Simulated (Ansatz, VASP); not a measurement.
# Two plane-wave programs on Al

```
Al
1.0
     0.00000    1.97168    1.97168
     1.97168    0.00000    1.97168
     1.97168    1.97168    0.00000
Al
1
Direct
  0.00000 0.00000 0.00000
```

Alike in both runs: task single point; functional LDA; k mesh 18 × 18 × 18; occupations gaussian, width 0.1 eV; no spin polarisation.

|  | VASP | Ansatz |
| --- | --- | --- |
| version | VASP 6.6.1 | Ansatz 0.2.0 |
| potentials or method | VASP PAW LDA potentials, release 64 (Al), cutoff 500 eV | scalar-relativistic, plane waves, PAW |
| valence electrons in the cell | 3 | 3 |

```csv
,VASP,Ansatz,Ansatz less VASP
gap on the k mesh at the Fermi level (eV),none,none,-
pressure (GPa),2.8,2.7,-0.10
```

LDA's correlation is that of Perdew and Zunger in VASP and of Perdew and Wang (1992) in Ansatz. A gap of «none» marks a metal or a gap that the smearing closes.
